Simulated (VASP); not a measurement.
The system is BaNb.

```
CELL_PARAMETERS angstrom
3.24451 0.00000 0.00000
-1.62226 2.80983 0.00000
0.00000 0.00000 5.93510
ATOMIC_POSITIONS crystal
Ba 0.00000 0.00000 0.00000
Nb 0.66667 0.33333 0.50000
```

```yaml
Program: VASP 6.6.1
Task: relaxation of cell and atoms
Functional: PBE
Potentials_or_basis: VASP PAW PBE potentials, release 64 (Ba_sv, Nb_sv)
Cutoff: 600 eV
k_mesh: 18 × 18 × 10
Occupations: gaussian, width 0.1 eV
Spin: no spin polarisation
```

At the start: pressure 1.8 GPa; volume 27.05 Å³/atom.

Question: Where does the relaxation end?

Answer: Over 6 steps the energy falls by 5.5 meV/atom and the volume is 27.93 Å³/atom (+3.3 %); space group P-6m2 (No. 187, to 0.1 Å) before and after.

The path:
| step | energy change (eV) | largest force (eV/Å) | pressure (GPa) | volume (Å³) |
| --- | --- | --- | --- | --- |
| 1 | 0.0000 | 0.0000 | 1.81 | 54.11 |
| 2 | -0.0097 | 0.0000 | -0.55 | 56.54 |
| 3 | -0.0106 | 0.0000 | -0.05 | 55.96 |
| 4 | -0.0106 | 0.0000 | -0.01 | 55.92 |
| 5 | -0.0109 | 0.0000 | 0.02 | 55.89 |
| 6 | -0.0109 | 0.0000 | 0.05 | 55.87 |

Final structure:
```
CELL_PARAMETERS angstrom
3.29172 0.00000 0.00000
-1.64586 2.85072 0.00000
0.00000 0.00000 5.95373
ATOMIC_POSITIONS crystal
Ba 0.00000 0.00000 0.00000
Nb 0.66667 0.33333 0.50000
```
